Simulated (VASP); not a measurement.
Set up this calculation in VASP 6.6.1, as the native input.

- Task: single point
- Functional: r2SCAN
- Potentials or basis: VASP PAW PBE potentials, release 64 (Si, C)
- Cutoff: 520 eV
- k mesh: 12 × 12 × 6
- Occupations: fermi-dirac, width 0.02 eV
- Spin: no spin polarisation
- Dipole correction: no
- Further INCAR settings: ALGO = Normal; EDIFF = 1e-06; NBANDS = 16

The system is SiC.

```
CELL_PARAMETERS angstrom
3.13733 0.00000 0.00000
-1.56867 2.71701 0.00000
0.00000 0.00000 4.93272
ATOMIC_POSITIONS crystal
Si 0.33333 0.66667 0.25000
Si 0.66667 0.33333 0.75000
C 0.66667 0.33333 0.25000
C 0.33333 0.66667 0.75000
```

These files were run (other wordings do the same):

POSCAR

```
SiC
1.0
    3.1373345300      0.0000000000      0.0000000000
   -1.5686672650      2.7170114032      0.0000000000
    0.0000000000      0.0000000000      4.9327234312
Si C
2 2
Direct
    0.3333333333      0.6666666667      0.2500000000
    0.6666666667      0.3333333333      0.7500000000
    0.6666666667      0.3333333333      0.2500000000
    0.3333333333      0.6666666667      0.7500000000
```

INCAR.step1

```
SYSTEM = SiC
PREC = Accurate
ENCUT = 520
ISMEAR = -1
SIGMA = 0.02
LREAL = .False.
LASPH = .True.
NELM = 80
NBANDS = 16
GGA = PE
ALGO = Normal
EDIFF = 1E-4
LWAVE = .True.
LCHARG = .False.
```

INCAR.step2

```
SYSTEM = SiC
PREC = Accurate
ENCUT = 520
EDIFF = 1E-6
ISMEAR = -1
SIGMA = 0.02
LREAL = .False.
LASPH = .True.
NELM = 80
ALGO = Normal
ISIF = 2
LWAVE = .False.
LCHARG = .False.
METAGGA = R2SCAN
LMIXTAU = .True.
NBANDS = 16
ISTART = 1
```

KPOINTS

```
Automatic mesh
0
Gamma
  12 12 6
  0 0 0
```

Potentials or basis: VASP PAW PBE potentials, release 64 (Si, C).

The run is started by

```sh
$ cat potpaw_PBE.64/Si/POTCAR potpaw_PBE.64/C/POTCAR > POTCAR
$ cp INCAR.step1 INCAR
$ mpirun -np 1 vasp_std > vasp.out
$ cp INCAR.step2 INCAR
$ mpirun -np 1 vasp_std > vasp.out
```

Results of the run:

| Quantity | Value |
| --- | --- |
| Pressure | -0.2 GPa |
| Band gap on the k mesh | 0.11 eV, indirect (least direct gap 1.87 eV) |

Caveat: the PAW data sets were made with another functional, which shifts forces and pressure a little.

Run time: 97 s on 1 thread of Intel(R) Xeon(R) Platinum 8488C (Sapphire Rapids), on a shared host, peak memory 0.18 GiB.
